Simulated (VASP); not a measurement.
Crystal: W.

```
CELL_PARAMETERS angstrom
-1.58234 1.58234 1.58234
1.58234 -1.58234 1.58234
1.58234 1.58234 -1.58234
ATOMIC_POSITIONS crystal
W 0.00000 0.00000 0.00000
```

* Program: VASP 6.6.1
* Task: relaxation of cell and atoms
* Functional: PBE
* Potentials or basis: VASP PAW PBE potentials, release 64 (W_sv)
* Cutoff: 500 eV
* k mesh: 13 × 13 × 13
* Occupations: fermi-dirac, width 0.1 eV
* Spin: no spin polarisation

At the start: pressure 6.0 GPa; volume 15.85 Å³/atom.

Question: How do energy, volume and symmetry change on relaxing?

Answer: Over 3 steps the energy falls by 5.6 meV/atom and the volume is 16.16 Å³/atom (+2.0 %); space group Im-3m (No. 229, to 0.1 Å) before and after.

The path:
```csv
step,energy change (eV),largest force (eV/Å),pressure (GPa),volume (Å³)
1,0.0000,0.0000,6.02,15.85
2,0.0585,0.0000,-17.53,17.25
3,-0.0056,0.0000,-0.16,16.16
```

Final structure:
```yaml
crystal:
  lattice:
    - [-1.59262, 1.59262, 1.59262]
    - [1.59262, -1.59262, 1.59262]
    - [1.59262, 1.59262, -1.59262]
  atoms:
    - { symbol: W, position: [0.00000, 0.00000, 0.00000] }
```
